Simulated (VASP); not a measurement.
# Cs2NaNbI6 (Fm-3m) in VASP: single point with r2SCAN+U

Aim: the single point of Cs2NaNbI6 with r2SCAN+U.

Everything below comes from runs of VASP 6.6.1. Logs are shortened: lines on timing, memory, paths and dates and some standing lists are left out, and cuts for length are marked.

### Step 1. The cell of the first run

Symmetry: Fm-3m, No. 225, cubic system. Conventional cell: a = 11.298 Å, b = 11.298 Å, c = 11.298 Å, α = 90.00°, β = 90.00°, γ = 90.00°. Within 5.2 Å of Cs (site symmetry -43m) lie 12 I at 4.00 Å and 4 Na at 4.89 Å and 4 Nb at 4.89 Å. Na (site symmetry m-3m) has 6 I at 3.04 Å within 4.0 Å. Nb (site symmetry m-3m) has 6 I at 2.61 Å within 3.4 Å. I (site symmetry 4mm) has 1 Nb at 2.61 Å and 1 Na at 3.04 Å within 3.4 Å.

### Step 2. Single point, r2SCAN+U

Input file POSCAR:

```
Cs2NaNbI6
1.0
    0.0000000000      5.6488723600      5.6488723600
    5.6488723600      0.0000000000      5.6488723600
    5.6488723600      5.6488723600      0.0000000000
Cs Na Nb I
2 1 1 6
Direct
    0.2500000000      0.2500000000      0.2500000000
    0.7500000000      0.7500000000      0.7500000000
    0.5000000000      0.5000000000      0.5000000000
    0.0000000000      0.0000000000      0.0000000000
    0.2313500000      0.7686500000      0.7686500000
    0.7686500000      0.2313500000      0.7686500000
    0.7686500000      0.2313500000      0.2313500000
    0.2313500000      0.7686500000      0.2313500000
    0.7686500000      0.7686500000      0.2313500000
    0.2313500000      0.2313500000      0.7686500000
```

Input file INCAR.step1:

```
SYSTEM = Cs2NaNbI6
PREC = Accurate
ENCUT = 520
ISMEAR = 0
SIGMA = 0.025
LREAL = .FALSE.
LASPH = .TRUE.
NELM = 150
LMAXMIX = 4
LDAU = .TRUE.
LDAUTYPE = 2
LDAUL = -1 -1 2 -1
LDAUU = 0 0 3.2 0
LDAUJ = 0 0 0 0
NBANDS = 51
GGA = PE
ALGO = Normal
EDIFF = 1E-4
LWAVE = .TRUE.
LCHARG = .FALSE.
```

Input file INCAR.step2:

```
SYSTEM = Cs2NaNbI6
PREC = Accurate
ENCUT = 520
EDIFF = 1E-6
ISMEAR = 0
SIGMA = 0.025
LREAL = .FALSE.
LASPH = .TRUE.
NELM = 150
ALGO = Normal
ISIF = 2
LWAVE = .FALSE.
LCHARG = .FALSE.
LMAXMIX = 4
LDAU = .TRUE.
LDAUTYPE = 2
LDAUL = -1 -1 2 -1
LDAUU = 0 0 3.2 0
LDAUJ = 0 0 0 0
LDAUPRINT = 1
METAGGA = R2SCAN
LMIXTAU = .TRUE.
NBANDS = 51
ISTART = 1
```

Input file KPOINTS:

```
regular mesh
0
G
  3 3 3
  0 0 0
```

Potentials or basis: VASP PAW PBE potentials, release 64 (Cs_sv, Na_pv, Nb_sv, I).

Run with:

```bash
$ cat potpaw_PBE.64/Cs_sv/POTCAR potpaw_PBE.64/Na_pv/POTCAR potpaw_PBE.64/Nb_sv/POTCAR potpaw_PBE.64/I/POTCAR > POTCAR
$ cp INCAR.step1 INCAR
$ mpirun -np 1 vasp_std > vasp.out
$ cp INCAR.step2 INCAR
$ mpirun -np 1 vasp_std > vasp.out
```

OUTCAR:

```text
SYSTEM = Cs2NaNbI6
   PREC = Accurate
   ENCUT = 520
   EDIFF = 1E-6
   ISMEAR = 0
   LREAL = .FALSE.
   LASPH = .TRUE.
   NELM = 150
   ISIF = 2
   METAGGA = R2SCAN
   ISTART = 1

 ion  position               nearest neighbor table
   1  0.250  0.250  0.250-
   2  0.750  0.750  0.750-
   3  0.500  0.500  0.500-   5 3.04   6 3.04   7 3.04   8 3.04   9 3.04  10 3.04
   4  0.000  0.000  0.000-   5 2.61   6 2.61   7 2.61   8 2.61   9 2.61  10 2.61
   5  0.231  0.769  0.769-   4 2.61   3 3.04
   6  0.769  0.231  0.769-   4 2.61   3 3.04
   7  0.769  0.231  0.231-   4 2.61   3 3.04
   8  0.231  0.769  0.231-   4 2.61   3 3.04
   9  0.769  0.769  0.231-   4 2.61   3 3.04
  10  0.231  0.231  0.769-   4 2.61   3 3.04

  LATTYP: Found a face centered cubic cell.
 ALAT       =    11.2977447200

  Lattice vectors:

 A1 = (   0.0000000000,   5.6488723600,   5.6488723600)
 A2 = (   5.6488723600,   0.0000000000,   5.6488723600)
 A3 = (   5.6488723600,   5.6488723600,   0.0000000000)

Analysis of symmetry for initial positions (statically):
=====================================================================
 Subroutine PRICEL returns:
 Original cell was already a primitive cell.

 Routine SETGRP: Setting up the symmetry group for a
 face centered cubic supercell.

 Subroutine GETGRP returns: Found 48 space group operations
 (whereof 48 operations were pure point group operations)
 out of a pool of 48 trial point group operations.

The static configuration has the point symmetry O_h .

Analysis of symmetry for dynamics (positions and initial velocities):
=====================================================================
 Subroutine PRICEL returns:
 Original cell was already a primitive cell.

 Routine SETGRP: Setting up the symmetry group for a
 face centered cubic supercell.

 Subroutine GETGRP returns: Found 48 space group operations
[... 157 lines left out ...]
  0.0000  0.0000  0.0000  0.2525  0.0000
  0.0000  0.0000  0.0000  0.0000  0.2129

 occupancies and eigenvectors

  o =  0.2129  v =  0.0000  0.0000 -0.1356 -0.0000  0.9908  0.0000  0.0000  0.0000  0.0000  0.0000      0.0000  0.0000  0.0000  0.0000  0.0000  0.0000  0.0000  0.0000  0.0000  0.0000
  o =  0.2129  v =  0.0000  0.0000  0.0000  0.0000  0.0000  0.0000  0.0000 -0.1356 -0.0000  0.9908      0.0000  0.0000  0.0000  0.0000  0.0000  0.0000  0.0000  0.0000  0.0000  0.0000
  o =  0.2129  v =  0.0000 -0.0000  0.9908  0.0000  0.1356  0.0000  0.0000  0.0000  0.0000  0.0000      0.0000  0.0000  0.0000  0.0000  0.0000  0.0000  0.0000  0.0000  0.0000  0.0000
  o =  0.2129  v =  0.0000  0.0000  0.0000  0.0000  0.0000  0.0000 -0.0000  0.9908  0.0000  0.1356      0.0000  0.0000  0.0000  0.0000  0.0000  0.0000  0.0000  0.0000  0.0000  0.0000
  o =  0.2525  v =  0.0000  0.0000  0.0000  0.0000  0.0000  0.0000  0.6883  0.0000  0.7254 -0.0000      0.0000  0.0000  0.0000  0.0000  0.0000  0.0000  0.0000  0.0000  0.0000  0.0000
  o =  0.2525  v =  0.0000  0.6883  0.0000  0.7254 -0.0000  0.0000  0.0000  0.0000  0.0000  0.0000      0.0000  0.0000  0.0000  0.0000  0.0000  0.0000  0.0000  0.0000  0.0000  0.0000
  o =  0.2525  v =  1.0000  0.0000  0.0000  0.0000  0.0000  0.0000  0.0000  0.0000  0.0000  0.0000      0.0000  0.0000  0.0000  0.0000  0.0000  0.0000  0.0000  0.0000  0.0000  0.0000
  o =  0.2525  v =  0.0000  0.0000  0.0000  0.0000  0.0000  1.0000  0.0000  0.0000  0.0000  0.0000      0.0000  0.0000  0.0000  0.0000  0.0000  0.0000  0.0000  0.0000  0.0000  0.0000
  o =  0.2525  v =  0.0000  0.0000  0.0000  0.0000  0.0000  0.0000  0.7254  0.0000 -0.6883 -0.0000      0.0000  0.0000  0.0000  0.0000  0.0000  0.0000  0.0000  0.0000  0.0000  0.0000
  o =  0.2525  v =  0.0000  0.7254  0.0000 -0.6883 -0.0000  0.0000  0.0000  0.0000  0.0000  0.0000      0.0000  0.0000  0.0000  0.0000  0.0000  0.0000  0.0000  0.0000  0.0000  0.0000

 number of electron      79.9999997 magnetization

 Free energy of the ion-electron system (eV)
  ---------------------------------------------------
  ext. energy  EPLUGINS =         0.00000000
  ---------------------------------------------------
  free energy    TOTEN  =      -232.68145525 eV

  energy without entropy =     -232.67748113  energy(sigma->0) =     -232.67946819

 E-fermi :   4.9072     XC(G=0):  -8.9198

 val. band max:        4.8900156896   @ k =  -0.3333   0.3333   0.0000
 cond. band min:       4.9804985625   @ k =   0.3333   0.0000   0.0000
 fundamental gap:      0.0904828729
 Fermi energy:         4.9072106865

 k-point     1 :       0.0000    0.0000    0.0000
  band No.  band energies     occupation
      1     -53.3854      2.00000
      2     -28.8620      2.00000
      3     -28.8620      2.00000
      4     -28.8620      2.00000
      5     -21.3361      2.00000
      6     -21.3357      2.00000
[... 205 lines left out ...]
     50       9.4752      0.00000
     51       9.5211      0.00000

------------------------ aborting loop because EDIFF is reached ----------------------------------------

  FORCE on cell =-STRESS in cart. coord.  units (eV):
  Direction    XX          YY          ZZ          XY          YZ          ZX
  --------------------------------------------------------------------------------------
  -------------------------------------------------------------------------------------
  Total       17.0654708     17.0654708     17.0654708     -0.0000000      0.0000000      0.0000000
  in kB       75.8426632     75.8426632     75.8426632     -0.0000000      0.0000000      0.0000000
  external PRESSURE =      75.8426632 kB  Pullay stress =       0.0000000 kB

 VOLUME and BASIS-vectors are now :
 -----------------------------------------------------------------------------
  energy-cutoff  :      520.00
  volume of cell :      360.51
      direct lattice vectors                 reciprocal lattice vectors
     0.000000000  5.648872360  5.648872360    -0.088513241  0.088513241  0.088513241
     5.648872360  0.000000000  5.648872360     0.088513241 -0.088513241  0.088513241
     5.648872360  5.648872360  0.000000000     0.088513241  0.088513241 -0.088513241

 POSITION                                       TOTAL-FORCE (eV/Angst)
 -----------------------------------------------------------------------------------
      2.82444      2.82444      2.82444        -0.000000      0.000000      0.000000
      8.47331      8.47331      8.47331         0.000000      0.000000     -0.000000
      5.64887      5.64887      5.64887        -0.000000      0.000000      0.000000
      0.00000      0.00000      0.00000        -0.000000      0.000000      0.000000
      8.68401      5.64887      5.64887        -2.632952      0.000000      0.000000
      5.64887      8.68401      5.64887        -0.000000     -2.632952      0.000000
      2.61373      5.64887      5.64887         2.632952      0.000000      0.000000
      5.64887      2.61373      5.64887        -0.000000      2.632952      0.000000
      5.64887      5.64887      8.68401        -0.000000      0.000000     -2.632952
      5.64887      5.64887      2.61373        -0.000000      0.000000      2.632952
 -----------------------------------------------------------------------------------
    total drift:                                0.000000     -0.000000     -0.000000

  FREE ENERGIE OF THE ION-ELECTRON SYSTEM (eV)
  ---------------------------------------------------
  free  energy   TOTEN  =      -232.6814552523 eV

  energy  without entropy=     -232.6774811271  energy(sigma->0) =     -232.67946819
```

OSZICAR.step1:

```text
N       E                     dE             d eps       ncg     rms          rms(c)
DAV:   1     0.672528299651E+03    0.67253E+03   -0.33231E+04   416   0.137E+03
DAV:   2     0.438208967292E+02   -0.62871E+03   -0.60357E+03   569   0.327E+02
DAV:   3    -0.240634218072E+02   -0.67884E+02   -0.67262E+02   552   0.114E+02
DAV:   4    -0.281743394602E+02   -0.41109E+01   -0.40784E+01   696   0.329E+01
DAV:   5    -0.282352779206E+02   -0.60938E-01   -0.60830E-01   640   0.273E+00    0.884E+00
DAV:   6    -0.274505867988E+02    0.78469E+00   -0.32903E+00   672   0.793E+00    0.626E+00
DAV:   7    -0.273837515063E+02    0.66835E-01   -0.58461E-01   584   0.285E+00    0.316E+00
DAV:   8    -0.273800025546E+02    0.37490E-02   -0.12344E-01   592   0.130E+00    0.115E+00
DAV:   9    -0.273843990092E+02   -0.43965E-02   -0.19836E-02   632   0.740E-01    0.237E-01
DAV:  10    -0.273844456049E+02   -0.46596E-04   -0.26469E-03   664   0.233E-01    0.114E-01
DAV:  11    -0.273846358349E+02   -0.19023E-03   -0.49569E-04   504   0.109E-01    0.459E-02
DAV:  12    -0.273846203271E+02    0.15508E-04   -0.42530E-05   328   0.400E-02
   1 F= -.27384620E+02 E0= -.27382650E+02  d E =-.394127E-02
```

Run time: 4.5 min. Hardware: 1 thread of Intel Xeon Platinum 8488C (Sapphire Rapids), shared host; peak memory 0.58 GiB.

What came out:

- Free energy: -232.6815 eV
- Pressure: 7.6 GPa
- Largest force: 2.633 eV/Å
- Band gap on the k mesh: zero (bands 40 and 41 overlap by 0.16 eV)

Forces on the atoms (eV/Å):
```
Cs   0.000  0.000  0.000
Cs   0.000  0.000  0.000
Na   0.000  0.000  0.000
Nb   0.000  0.000  0.000
I   -2.633  0.000  0.000
I    0.000 -2.633  0.000
I    2.633  0.000  0.000
I    0.000  2.633  0.000
I    0.000  0.000 -2.633
I    0.000  0.000  2.633
```

Eigenvalues of the final occupation matrices:
```tsv
site	spin	trace	eigenvalues
site 4 d	1	1.18	0.21 0.21 0.25 0.25 0.25
site 4 d	2	1.18	0.21 0.21 0.25 0.25 0.25
```

Caveat: the cell stands under pressure; the PAW data sets were made with another functional, which shifts forces and pressure a little; spin-orbit coupling is left out, which moves the levels of the heavy elements; U without spin polarisation on a metal has little footing.
